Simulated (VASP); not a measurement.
# BeS (F-43m) in VASP: further runs, part 3 of 3

VASP 6.6.1. Earlier steps stand in the parts before.

## Step 4: Single point, PBE0

This run uses another cell than the first one, of 14.43 Å³/atom, 0.995 times its volume.

Contents of POSCAR:

```
BeS
1.0
    0.0000000000      2.4343062282      2.4343062282
    2.4343062282      0.0000000000      2.4343062282
    2.4343062282      2.4343062282      0.0000000000
Be S
1 1
Direct
    0.0000000000      0.0000000000      0.0000000000
    0.2500000000      0.2500000000      0.2500000000
```

Contents of INCAR.step1:

```
ALGO     = Normal         # electronic algorithm
EDIFF    = 1E-5           # SCF threshold, eV
ENCUT    = 520            # plane-wave cutoff, eV
GGA      = PE             # functional
ISIF     = 2              # what is computed and relaxed
ISMEAR   = 0              # smearing method
LASPH    = True           # aspherical terms in the spheres
LCHARG   = False          # write CHGCAR
LREAL    = False          # projectors in reciprocal space
LWAVE    = True           # write WAVECAR
NBANDS   = 11             # bands
NELM     = 60             # most SCF steps
PREC     = Accurate       # precision mode
SIGMA    = 0.01           # smearing width, eV
```

Contents of INCAR.step2:

```
AEXX     = 0.25           # exact-exchange fraction
ALGO     = Normal         # electronic algorithm
EDIFF    = 1E-6           # SCF threshold, eV
ENCUT    = 520            # plane-wave cutoff, eV
GGA      = PE             # functional
ISIF     = 2              # what is computed and relaxed
ISMEAR   = 0              # smearing method
ISTART   = 1            
LASPH    = True           # aspherical terms in the spheres
LCHARG   = False          # write CHGCAR
LHFCALC  = True           # exact exchange
LREAL    = False          # projectors in reciprocal space
LWAVE    = False          # write WAVECAR
NBANDS   = 11             # bands
NELM     = 60             # most SCF steps
PREC     = Accurate       # precision mode
PRECFOCK = Normal       
SIGMA    = 0.01           # smearing width, eV
```

Contents of KPOINTS:

```
k-points
0
Gamma
  6 6 6
```

Potentials or basis: VASP PAW PBE potentials, release 64 (Be, S).

Command:

```bash
cat potpaw_PBE.64/Be/POTCAR potpaw_PBE.64/S/POTCAR > POTCAR
cp INCAR.step1 INCAR
mpirun -np 1 vasp_std > vasp.out
cp INCAR.step2 INCAR
mpirun -np 1 vasp_std > vasp.out
```

OUTCAR:

```text
AEXX = 0.25
   EDIFF = 1E-6
   ENCUT = 520
   GGA = PE
   ISIF = 2
   ISMEAR = 0
   ISTART = 1
   LASPH = True
   LHFCALC = True
   LREAL = False
   NELM = 60
   PREC = Accurate
   PRECFOCK = Normal

 ion  position               nearest neighbor table
   1  0.000  0.000  0.000-   2 2.11   2 2.11   2 2.11   2 2.11
   2  0.250  0.250  0.250-   1 2.11   1 2.11   1 2.11   1 2.11

  LATTYP: Found a face centered cubic cell.
 ALAT       =     4.8686124564

  Lattice vectors:

 A1 = (   0.0000000000,   2.4343062282,   2.4343062282)
 A2 = (   2.4343062282,   0.0000000000,   2.4343062282)
 A3 = (   2.4343062282,   2.4343062282,   0.0000000000)

Analysis of symmetry for initial positions (statically):
=====================================================================
 Subroutine PRICEL returns:
 Original cell was already a primitive cell.

 Routine SETGRP: Setting up the symmetry group for a
 face centered cubic supercell.

 Subroutine GETGRP returns: Found 24 space group operations
 (whereof 24 operations were pure point group operations)
 out of a pool of 48 trial point group operations.

The static configuration has the point symmetry T_d .

Analysis of symmetry for dynamics (positions and initial velocities):
=====================================================================
 Subroutine PRICEL returns:
 Original cell was already a primitive cell.

 Routine SETGRP: Setting up the symmetry group for a
 face centered cubic supercell.

 Subroutine GETGRP returns: Found 24 space group operations
 (whereof 24 operations were pure point group operations)
 out of a pool of 48 trial point group operations.

The dynamic configuration has the point symmetry T_d .

 Subroutine INISYM returns: Found 24 space group operations
 (whereof 24 operations are pure point group operations),
 and found     1 'primitive' translations

----------------------------------------------------------------------------------------

                                     Primitive cell

  volume of cell :      28.8507

  direct lattice vectors                    reciprocal lattice vectors
     0.000000000  2.434306228  2.434306228    -0.205397330  0.205397330  0.205397330
     2.434306228  0.000000000  2.434306228     0.205397330 -0.205397330  0.205397330
     2.434306228  2.434306228  0.000000000     0.205397330  0.205397330 -0.205397330

  length of vectors
     3.442628883  3.442628883  3.442628883     0.355758612  0.355758612  0.355758612

  position of ions in fractional coordinates (direct lattice)
     0.000000000  0.000000000  0.000000000
     0.250000000  0.250000000  0.250000000

  ion indices of the primitive-cell ions
   primitive index   ion index
                 1           1
                 2           2

----------------------------------------------------------------------------------------

 KPOINTS: k-points

Automatic generation of k-mesh.
 Grid dimensions read from file:
 generate k-points for:    6    6    6

 Generating k-lattice:

  Cartesian coordinates                     Fractional coordinates (reciprocal lattice)
    -0.034232888  0.034232888  0.034232888     0.166666667  0.000000000  0.000000000
[... 38 lines left out ...]
   NGX,Y,Z   is equivalent  to a cutoff of  13.52, 13.52, 13.52 a.u.
   NGXF,Y,Z  is equivalent  to a cutoff of  27.04, 27.04, 27.04 a.u.
 SYSTEM =  unknown system
   PREC   = accura    normal or accurate (medium, high low for compatibility)
   ISTART =      1    job   : 0-new  1-cont  2-samecut
   ICHARG =      0    charge: 1-file 2-atom 10-const
   ISPIN  =      1    spin polarized calculation?
   LNONCOLLINEAR =      F non collinear calculations
   LSORBIT =      F    spin-orbit coupling
   LASPH  =      T    aspherical Exc in radial PAW
   ENCUT  =  520.0 eV  38.22 Ry    6.18 a.u.   6.40  6.40  6.40*2*pi/ulx,y,z
   NELM   =     60;   NELMIN=  2; NELMDL=  0     # of ELM steps
   EDIFF  = 0.1E-05   stopping-criterion for ELM
   LREAL  =      F    real-space projection
   EDIFFG = 0.1E-04   stopping-criterion for IOM
   NSW    =      0    number of steps for IOM
   IBRION =     -1    ionic relax: 0-MD 1-quasi-New 2-CG
   NFREE  =      0    steps in history (QN), initial steepest desc. (CG)
   ISIF   =      2    stress and relaxation
   ISYM   =      3    0-nonsym 1-usesym 2-fastsym
   POTIM  = 0.5000    time-step for ionic-motion
   TEBEG  =    0.0;   TEEND  =   0.0 temperature during run
   PSTRESS=    0.0 pullay stress
   NELECT =       8.0000    total number of electrons
   NUPDOWN=      -1.0000    fix difference up-down
   EMIN   =  10.00;   EMAX   =-10.00  energy-range for DOS
   EFERMI =   0.00;   METHOD = LEGACY
   ISMEAR =     0;   SIGMA  =   0.01  broadening in eV -4-tet -1-fermi 0-gaus
   EFERMI_NEDOS =   21; number of points for ismear=-14 and -15
   IALGO  =     38    algorithm
   IMIX   =      1    mixing-type and parameters
     AMIX     =   0.40;   BMIX     =  1.00
     AMIX_MAG =   1.60;   BMIX_MAG =  1.00
  volume/ion in A,a.u.               =      14.43        97.35
  Fermi-wavevector in a.u.,A,eV,Ry     =   1.067545  2.017368 15.505918  1.139653
  Thomas-Fermi vector in A             =   2.203165
   LORBIT       =      0    0 simple, 1 ext, 2 COOP (PROOUT), +10 PAW based schemes
   GGA     = PE    functional components
   LHFCALC =     T    Hartree Fock is set to
   PRECFOCK=normal    Normal, Fast or Accurate (Low or Medium for compatibility)
   ENCUT4O =  -1.0   cutoff for four orbital integrals eV
   NKREDX  =     1    reduce k-point grid by
   NKREDY  =     1    reduce k-point grid by
   NKREDZ  =     1    reduce k-point grid by
   AEXX    =    0.2500 exact exchange contribution
   HFSCREEN=    0.0000 screening length (either q_TF or 0.3 A-1)
   HFSCREENC=   0.0000 screening length for correlation (either q_TF or 0.3 A-1)
   ENCUTFOCK=  -1.0 apply spherical cutoff to Coloumb kernel
   IVDW    =     0    specifies the selected vdW correction
   LEPSILON=     F    determine dielectric tensor
   LRPA    =     F    only Hartree local field effects (RPA)
 non-spin polarized calculation
 Gauss-broadening in eV      SIGMA  =   0.01
  energy-cutoff  :      520.00
  volume of cell :       28.85
 maximum number of plane-waves:       791
 NGX is ok and might be reduce to    28
  NGX = 20; NGY = 20; NGZ = 20

 number of electron       7.9999999 magnetization

 Free energy of the ion-electron system (eV)
  ---------------------------------------------------
  ext. energy  EPLUGINS =         0.00000000
  ---------------------------------------------------
  free energy    TOTEN  =       -11.99285377 eV

  energy without entropy =      -11.99285377  energy(sigma->0) =      -11.99285377

 E-fermi :   3.0844     XC(G=0):  -7.6608

 val. band max:        3.0239373218   @ k =   0.0000   0.0000   0.0000
 cond. band min:       7.8247858484   @ k =   0.5000   0.5000   0.0000
 fundamental gap:      4.8008485266
 Fermi energy:         3.0844479718

 k-point     1 :       0.0000    0.0000    0.0000
  band No.  band energies     occupation
      1     -12.0363      2.00000
      2       3.0239      2.00000
      3       3.0239      2.00000
      4       3.0239      2.00000
      5      10.6440      0.00000
      6      10.6440      0.00000
      7      10.6440      0.00000
      8      10.7123      0.00000
      9      18.0460      0.00000
     10      18.0460      0.00000
     11      19.9539      0.00000
[... 197 lines left out ...]
 k-point    16 :      -0.3333    0.5000    0.1667
  band No.  band energies     occupation
      1      -9.6504      2.00000
      2      -2.0397      2.00000
      3      -0.6834      2.00000
      4      -0.3959      2.00000
      5       9.9587      0.00000
      6      11.6080      0.00000
      7      15.2121      0.00000
      8      15.7221      0.00000
      9      19.8446      0.00000
     10      19.9016      0.00000
     11      22.4913      0.00000

------------------------ aborting loop because EDIFF is reached ----------------------------------------

  FORCE on cell =-STRESS in cart. coord.  units (eV):
  Direction    XX          YY          ZZ          XY          YZ          ZX
  --------------------------------------------------------------------------------------
  -------------------------------------------------------------------------------------
  Total       -0.1935992     -0.1935992     -0.1935992      0.0000000     -0.0000000      0.0000000
  in kB      -10.7512364    -10.7512364    -10.7512364      0.0000000     -0.0000000      0.0000000
  external PRESSURE =     -10.7512364 kB  Pullay stress =       0.0000000 kB

 VOLUME and BASIS-vectors are now :
 -----------------------------------------------------------------------------
  energy-cutoff  :      520.00
  volume of cell :       28.85
      direct lattice vectors                 reciprocal lattice vectors
     0.000000000  2.434306228  2.434306228    -0.205397330  0.205397330  0.205397330
     2.434306228  0.000000000  2.434306228     0.205397330 -0.205397330  0.205397330
     2.434306228  2.434306228  0.000000000     0.205397330  0.205397330 -0.205397330

 POSITION                                       TOTAL-FORCE (eV/Angst)
 -----------------------------------------------------------------------------------
      0.00000      0.00000      0.00000        -0.000000      0.000000     -0.000000
      1.21715      1.21715      1.21715         0.000000     -0.000000      0.000000
 -----------------------------------------------------------------------------------
    total drift:                                0.000000     -0.000000     -0.000000

  FREE ENERGIE OF THE ION-ELECTRON SYSTEM (eV)
  ---------------------------------------------------
  free  energy   TOTEN  =       -11.9928537672 eV

  energy  without entropy=      -11.9928537672  energy(sigma->0) =      -11.99285377
```

Wall time 3.9 min (1 thread of Intel Xeon 6975P-C (Granite Rapids), shared host); peak memory 0.16 GiB.

What came out:

* Free energy: -11.9929 eV
* Pressure: -1.1 GPa
* Band gap on the k mesh: 4.80 eV, indirect (least direct gap 7.62 eV)

Levels at points of the mesh, in eV from the valence-band top:
```tsv
k point	band 2	band 3	band 4	band 5	band 6	band 7
(0.00, 0.00, 0.00)	0.00	0.00	0.00	7.62	7.62	7.62
(0.50, 0.00, 0.00)	-6.33	-1.12	-1.12	7.31	8.53	8.53
(0.50, 0.50, 0.00)	-5.53	-2.86	-2.86	4.80	6.71	15.20
```

Caveat: the PAW data sets were made with another functional, which shifts forces and pressure a little.

## Step 5: Overview

| task | level | cell | k mesh | cutoff (eV) | smearing | grid for exact exchange (PRECFOCK) | screening parameter | gap on the mesh (eV) | pressure (GPa) |
| --- | --- | --- | --- | --- | --- | --- | --- | --- | --- |
| relaxation of cell and atoms | r2SCAN | relaxed from a = 3.448 Å, angles 60.0°, 2 atoms | 8 × 8 × 8 | 600 | fermi-dirac 0.02 eV | - | - | 3.60 | 0.0 |
| single point | HSE06 | a = 3.443 Å, angles 60.0°, 2 atoms | 6 × 6 × 6 | 520 | gaussian 0.01 eV | Normal | 0.2079 1/Å | 4.08 | -1.1 |
| single point | PBE0 | a = 3.443 Å, angles 60.0°, 2 atoms | 6 × 6 × 6 | 520 | gaussian 0.01 eV | Normal | - | 4.80 | -1.1 |

Alike in all rows: potentials or basis VASP PAW PBE potentials, release 64 (Be, S); no spin polarisation.

Caveats: the PAW data sets were made with another functional, which shifts forces and pressure a little.

Total energies depend on the potentials used, so only differences within one code and one set of settings carry meaning.
